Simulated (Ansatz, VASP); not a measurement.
# Two plane-wave programs on Y2Os

```
Y Os
1.0
     0.00000    3.38968    3.38968
     3.38968    0.00000    3.38968
     3.38968    3.38968    0.00000
Y Os
2 1
Direct
  0.25000 0.25000 0.25000
  0.75000 0.75000 0.75000
  0.00000 0.00000 0.00000
```

Change from the starting cell: relaxed end of: species swapped into the Si2Ni type (Fm-3m, No. 225).

Alike in both runs: task single point; functional PBE; k mesh 4 × 4 × 4; occupations gaussian, width 0.1 eV; collinear spin.

|  | VASP | Ansatz |
| --- | --- | --- |
| version | VASP 6.6.1 | Ansatz 0.2.0 |
| potentials or method | VASP PAW PBE potentials, release 64 (Y_sv, Os), cutoff 520 eV | scalar-relativistic, plane waves, PAW |
| valence electrons in the cell | 30 | 38 |

Ansatz gave:

| Property | Result |
| --- | --- |
| gap on the k mesh at the Fermi level (eV) | none |
| pressure (GPa) | 0.2 |
| net moment per atom (μB) | 0.00 |

Problem. Which values does VASP return?

Solution. gap on the k mesh at the Fermi level (eV): none; pressure (GPa): 0.1; net moment per atom (μB): 0.00.

A gap of «none» marks a metal or a gap that the smearing closes. VASP's potentials hold 30 valence electrons a cell and Ansatz's 38, so a difference there can come from the potentials and not from the codes. Ansatz's warnings: seeded moment not kept.

The k mesh is coarse, so the values compare programs but aren't converged. Spin-orbit coupling is off throughout.
